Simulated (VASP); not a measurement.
# SnSe (Fm-3m) in VASP: notebook

Aim: see how the results for SnSe move with the level of theory and the settings. Levels: r2SCAN+D4, PBE. Tasks: single point.

Program: VASP 6.6.1. These are calculated values, not measurements. Logs are shortened: lines on timing, memory, paths and dates and some standing lists are left out, and cuts for length are marked.

### 1 The cell of the first run

Symmetry: Fm-3m, No. 225, cubic system. Conventional cell: a = 5.897 Å, b = 5.897 Å, c = 5.897 Å, α = 90.00°, β = 90.00°, γ = 90.00°. Sn (site symmetry m-3m) has 6 Se at 2.95 Å within 3.9 Å. Within 3.9 Å of Se (site symmetry m-3m) lie 6 Sn at 2.95 Å.

### 2 Single point, r2SCAN+D4

POSCAR

```
SnSe
1.0
    0.0000000000      2.9485541872      2.9485541872
    2.9485541872      0.0000000000      2.9485541872
    2.9485541872      2.9485541872      0.0000000000
Sn Se
1 1
Direct
    0.0000000000      0.0000000000      0.0000000000
    0.5000000000      0.5000000000      0.5000000000
```

INCAR.step1

```
SYSTEM = SnSe
  PREC = Accurate
  ENCUT = 520
  ISMEAR = -1
  SIGMA = 0.05
  LREAL = .FALSE.
  LASPH = .TRUE.
  NELM = 100
  NBANDS = 17
  GGA = PE
  ALGO = Normal
  EDIFF = 1E-4
  LWAVE = .TRUE.
  LCHARG = .FALSE.
```

INCAR.step2

```
SYSTEM = SnSe
  PREC = Accurate
  ENCUT = 520
  EDIFF = 1E-7
  ISMEAR = -1
  SIGMA = 0.05
  LREAL = .FALSE.
  LASPH = .TRUE.
  NELM = 100
  ALGO = Normal
  ISIF = 2
  LWAVE = .FALSE.
  LCHARG = .TRUE.
  METAGGA = R2SCAN
  LMIXTAU = .TRUE.
  IVDW = 13
  VDW_S6 = 1.0
  VDW_S8 = 0.6018749
  VDW_A1 = 0.51559235
  VDW_A2 = 5.77342911
  LELF = .TRUE.
  LVHAR = .TRUE.
  NBANDS = 17
  ISTART = 1
```

KPOINTS

```
Automatic mesh
0
G
  8 8 8
  0 0 0
```

Potentials or basis: VASP PAW PBE potentials, release 64 (Sn_d, Se).

Run with:

```bash
$ cat potpaw_PBE.64/Sn_d/POTCAR potpaw_PBE.64/Se/POTCAR > POTCAR
$ cp INCAR.step1 INCAR
$ mpirun -np 1 vasp_std > vasp.out
$ cp INCAR.step2 INCAR
$ mpirun -np 1 vasp_std > vasp.out
```

OUTCAR:

```text
SYSTEM = SnSe
   PREC = Accurate
   ENCUT = 520
   EDIFF = 1E-7
   ISMEAR = -1
   LREAL = .FALSE.
   LASPH = .TRUE.
   NELM = 100
   ISIF = 2
   METAGGA = R2SCAN
   IVDW = 13
   ISTART = 1

 ion  position               nearest neighbor table
   1  0.000  0.000  0.000-   2 2.95   2 2.95   2 2.95   2 2.95   2 2.95   2 2.95
   2  0.500  0.500  0.500-   1 2.95   1 2.95   1 2.95   1 2.95   1 2.95   1 2.95

  LATTYP: Found a face centered cubic cell.
 ALAT       =     5.8971083744

  Lattice vectors:

 A1 = (   0.0000000000,   2.9485541872,   2.9485541872)
 A2 = (   2.9485541872,   0.0000000000,   2.9485541872)
 A3 = (   2.9485541872,   2.9485541872,   0.0000000000)

Analysis of symmetry for initial positions (statically):
=====================================================================
 Subroutine PRICEL returns:
 Original cell was already a primitive cell.

 Routine SETGRP: Setting up the symmetry group for a
 face centered cubic supercell.

 Subroutine GETGRP returns: Found 48 space group operations
[... 9 lines left out ...]

 Routine SETGRP: Setting up the symmetry group for a
 face centered cubic supercell.

 Subroutine GETGRP returns: Found 48 space group operations
[... 11 lines left out ...]
                                     Primitive cell

  volume of cell :      51.2693

  direct lattice vectors                    reciprocal lattice vectors
     0.000000000  2.948554187  2.948554187    -0.169574635  0.169574635  0.169574635
     2.948554187  0.000000000  2.948554187     0.169574635 -0.169574635  0.169574635
     2.948554187  2.948554187  0.000000000     0.169574635  0.169574635 -0.169574635

  length of vectors
     4.169885321  4.169885321  4.169885321     0.293711883  0.293711883  0.293711883

  position of ions in fractional coordinates (direct lattice)
     0.000000000  0.000000000  0.000000000
     0.500000000  0.500000000  0.500000000

  ion indices of the primitive-cell ions
   primitive index   ion index
                 1           1
                 2           2

----------------------------------------------------------------------------------------

 KPOINTS: Automatic mesh

Automatic generation of k-mesh.
 Grid dimensions read from file:
 generate k-points for:    8    8    8

 Generating k-lattice:

  Cartesian coordinates                     Fractional coordinates (reciprocal lattice)
    -0.021196829  0.021196829  0.021196829     0.125000000  0.000000000  0.000000000
     0.021196829 -0.021196829  0.021196829     0.000000000  0.125000000  0.000000000
     0.021196829  0.021196829 -0.021196829     0.000000000  0.000000000  0.125000000

  Length of vectors
     0.036713985  0.036713985  0.036713985

  Shift w.r.t. Gamma in fractional coordinates (k-lattice)
     0.000000000  0.000000000  0.000000000

 Subroutine IBZKPT returns following result:
 ===========================================

 Found     29 irreducible k-points:

 Following reciprocal coordinates:
            Coordinates               Weight
  0.000000  0.000000  0.000000      1.000000
  0.125000  0.000000  0.000000      8.000000
  0.250000  0.000000  0.000000      8.000000
  0.375000  0.000000  0.000000      8.000000
  0.500000  0.000000  0.000000      4.000000
  0.125000  0.125000  0.000000      6.000000
[... 16 lines left out ...]
  0.500000  0.250000  0.125000     48.000000
 -0.375000  0.250000  0.125000     24.000000
 [... further k-points ...]
   k-points           NKPTS =     29   k-points in BZ     NKDIM =     29   number of bands    NBANDS=     17
   number of dos      NEDOS =    301   number of ions     NIONS =      2
   total plane-waves  NPLWV =  32768
   dimension x,y,z NGX =    32 NGY =   32 NGZ =   32
   dimension x,y,z NGXF=    64 NGYF=   64 NGZF=   64
   ions per type =               1   1
   NGX,Y,Z   is equivalent  to a cutoff of  12.76, 12.76, 12.76 a.u.
   NGXF,Y,Z  is equivalent  to a cutoff of  25.52, 25.52, 25.52 a.u.
 SYSTEM =  SnSe
   PREC   = accura    normal or accurate (medium, high low for compatibility)
   ISTART =      1    job   : 0-new  1-cont  2-samecut
   ICHARG =      0    charge: 1-file 2-atom 10-const
   ISPIN  =      1    spin polarized calculation?
   LNONCOLLINEAR =      F non collinear calculations
   LSORBIT =      F    spin-orbit coupling
   LASPH  =      T    aspherical Exc in radial PAW
   ENCUT  =  520.0 eV  38.22 Ry    6.18 a.u.   7.75  7.75  7.75*2*pi/ulx,y,z
   NELM   =    100;   NELMIN=  2; NELMDL=  0     # of ELM steps
   EDIFF  = 0.1E-06   stopping-criterion for ELM
   LREAL  =      F    real-space projection
   EDIFFG = 0.1E-05   stopping-criterion for IOM
   NSW    =      0    number of steps for IOM
   IBRION =     -1    ionic relax: 0-MD 1-quasi-New 2-CG
   NFREE  =      0    steps in history (QN), initial steepest desc. (CG)
   ISIF   =      2    stress and relaxation
   ISYM   =      2    0-nonsym 1-usesym 2-fastsym
   POTIM  = 0.5000    time-step for ionic-motion
   TEBEG  =    0.0;   TEEND  =   0.0 temperature during run
   PSTRESS=    0.0 pullay stress
   NELECT =      20.0000    total number of electrons
   NUPDOWN=      -1.0000    fix difference up-down
   EMIN   =  10.00;   EMAX   =-10.00  energy-range for DOS
   EFERMI =   0.00;   METHOD = LEGACY
   ISMEAR =    -1;   SIGMA  =   0.05  broadening in eV -4-tet -1-fermi 0-gaus
   EFERMI_NEDOS =   21; number of points for ismear=-14 and -15
   IALGO  =     38    algorithm
   IMIX   =      4    mixing-type and parameters
     AMIX     =   0.40;   BMIX     =  1.00
     AMIX_MAG =   1.60;   BMIX_MAG =  1.00
  volume/ion in A,a.u.               =      25.63       172.99
  Fermi-wavevector in a.u.,A,eV,Ry     =   1.196187  2.260466 19.468075  1.430863
  Thomas-Fermi vector in A             =   2.332134
   LORBIT       =      0    0 simple, 1 ext, 2 COOP (PROOUT), +10 PAW based schemes
   METAGGA = R2SCAN    functional components
   LHFCALC =     F    Hartree Fock is set to
   AEXX    =    0.0000 exact exchange contribution
   IVDW    =    13    specifies the selected vdW correction
   LEPSILON=     F    determine dielectric tensor
   LRPA    =     F    only Hartree local field effects (RPA)
 non-spin polarized calculation
  energy-cutoff  :      520.00
  volume of cell :       51.27
 maximum number of plane-waves:      1411
   NGX = 15   NGY = 15   NGZ = 15

 number of electron      19.9999999 magnetization

 Free energy of the ion-electron system (eV)
  ---------------------------------------------------
  ext. energy  EPLUGINS =         0.00000000
  ---------------------------------------------------
  free energy    TOTEN  =       -39.84424315 eV

  energy without entropy =      -39.84421775  energy(sigma->0) =      -39.84423045

 E-fermi :   6.7040     XC(G=0): -10.4979

 val. band max:        6.3888711048   @ k =   0.5000   0.0000   0.0000
 cond. band min:       7.1107222744   @ k =  -0.3750   0.1250   0.0000
 fundamental gap:      0.7218511696
 Fermi energy:         6.7040348563

 k-point     1 :       0.0000    0.0000    0.0000
  band No.  band energies     occupation
      1     -16.1198      2.00000
      2     -16.1198      2.00000
      3     -16.1139      2.00000
      4     -16.1139      2.00000
      5     -16.1139      2.00000
      6      -8.7601      2.00000
[... 9 lines left out ...]
     16      12.3802      0.00000
     17      14.8024      0.00000

 k-point     2 :       0.1250    0.0000    0.0000
  band No.  band energies     occupation
      1     -16.1211      2.00000
      2     -16.1211      2.00000
      3     -16.1134      2.00000
      4     -16.1118      2.00000
      5     -16.1118      2.00000
      6      -8.6324      2.00000
[... 9 lines left out ...]
     16      12.7868      0.00000
     17      15.9945      0.00000

 k-point     3 :       0.2500    0.0000    0.0000
  band No.  band energies     occupation
      1     -16.1252      2.00000
      2     -16.1252      2.00000
      3     -16.1123      2.00000
      4     -16.1060      2.00000
      5     -16.1060      2.00000
      6      -8.2852      2.00000
[... 9 lines left out ...]
     16      13.8230      0.00000
     17      18.4040      0.00000

 k-point     4 :       0.3750    0.0000    0.0000
  band No.  band energies     occupation
      1     -16.1295      2.00000
      2     -16.1294      2.00000
      3     -16.1114      2.00000
      4     -16.1000      2.00000
      5     -16.1000      2.00000
      6      -7.8575      2.00000
[... 9 lines left out ...]
     16      15.4120      0.00000
     17      18.6548      0.00000

 k-point     5 :       0.5000    0.0000    0.0000
  band No.  band energies     occupation
      1     -16.1312      2.00000
      2     -16.1312      2.00000
      3     -16.1110      2.00000
      4     -16.0975      2.00000
      5     -16.0974      2.00000
      6      -7.6429      2.00000
[... 9 lines left out ...]
     16      16.9845      0.00000
     17      17.1181      0.00000

 k-point     6 :       0.1250    0.1250    0.0000
  band No.  band energies     occupation
      1     -16.1244      2.00000
      2     -16.1183      2.00000
      3     -16.1152      2.00000
      4     -16.1106      2.00000
      5     -16.1106      2.00000
      6      -8.5892      2.00000
[... 9 lines left out ...]
     16      13.5512      0.00000
     17      15.0184      0.00000
[... 281 lines left out ...]
 k-point    21 :       0.5000    0.5000    0.0000
  band No.  band energies     occupation
      1     -16.1660      2.00000
      2     -16.1226      2.00000
      3     -16.1096      2.00000
      4     -16.0903      2.00000
      5     -16.0903      2.00000
      6      -7.2750      2.00000
[... 9 lines left out ...]
     16      19.2048      0.00000
     17      19.5376      0.00000

 k-point    22 :       0.3750    0.2500    0.1250
  band No.  band energies     occupation
      1     -16.1358      2.00000
      2     -16.1202      2.00000
      3     -16.1147      2.00000
      4     -16.1026      2.00000
      5     -16.1011      2.00000
      6      -8.0010      2.00000
[... 9 lines left out ...]
     16      16.3592      0.00000
     17      16.4641      0.00000

 k-point    23 :       0.5000    0.2500    0.1250
  band No.  band energies     occupation
      1     -16.1399      2.00000
      2     -16.1233      2.00000
      3     -16.1111      2.00000
      4     -16.1009      2.00000
      5     -16.0975      2.00000
      6      -7.6313      2.00000
[... 9 lines left out ...]
     16      16.6087      0.00000
     17      18.2036      0.00000

 k-point    24 :      -0.3750    0.2500    0.1250
  band No.  band energies     occupation
      1     -16.1412      2.00000
      2     -16.1250      2.00000
      3     -16.1077      2.00000
      4     -16.1026      2.00000
      5     -16.0955      2.00000
      6      -7.4536      2.00000
[... 9 lines left out ...]
     16      17.7597      0.00000
     17      17.8592      0.00000

 [... further k-points ...]

------------------------ aborting loop because EDIFF is reached ----------------------------------------

  DFT-D4 for vdW energy calculation

  Edisp (eV):   -0.28184

  FORCE on cell =-STRESS in cart. coord.  units (eV):
  Direction    XX          YY          ZZ          XY          YZ          ZX
  --------------------------------------------------------------------------------------
  -------------------------------------------------------------------------------------
  Total       0.89609     0.89609     0.89609    -0.00000     0.00000    -0.00000
  in kB      28.00302    28.00302    28.00302    -0.00000     0.00000    -0.00000
  external pressure =       28.00 kB  Pullay stress =        0.00 kB

 VOLUME and BASIS-vectors are now :
 -----------------------------------------------------------------------------
  energy-cutoff  :      520.00
  volume of cell :       51.27
      direct lattice vectors                 reciprocal lattice vectors
     0.000000000  2.948554187  2.948554187    -0.169574635  0.169574635  0.169574635
     2.948554187  0.000000000  2.948554187     0.169574635 -0.169574635  0.169574635
     2.948554187  2.948554187  0.000000000     0.169574635  0.169574635 -0.169574635

 POSITION                                       TOTAL-FORCE (eV/Angst)
 -----------------------------------------------------------------------------------
      0.00000      0.00000      0.00000         0.000000      0.000000     -0.000000
      2.94855      2.94855      2.94855        -0.000000      0.000000      0.000000
 -----------------------------------------------------------------------------------
    total drift:                                0.000000     -0.000000     -0.000000

  FREE ENERGIE OF THE ION-ELECTRON SYSTEM (eV)
  ---------------------------------------------------
  free  energy   TOTEN  =       -40.1260825956 eV

  energy  without entropy=      -40.1260571911  energy(sigma->0) =      -40.12606989
```

It took 56 s on 1 thread of Intel Xeon Platinum 8488C (Sapphire Rapids), shared host; peak memory 0.19 GiB.

Results:

```
Free energy                : -40.1261 eV
Pressure                   : 2.8 GPa
Band gap on the k mesh     : 0.72 eV, indirect (least direct gap 0.76 eV)
Dispersion energy per atom : -0.141 eV
```

Caveat: the PAW data sets were made with another functional, which shifts forces and pressure a little; spin-orbit coupling is left out, which moves the levels of the heavy elements. A k mesh can miss the band edges.

(Continued in part 2 of 2.)
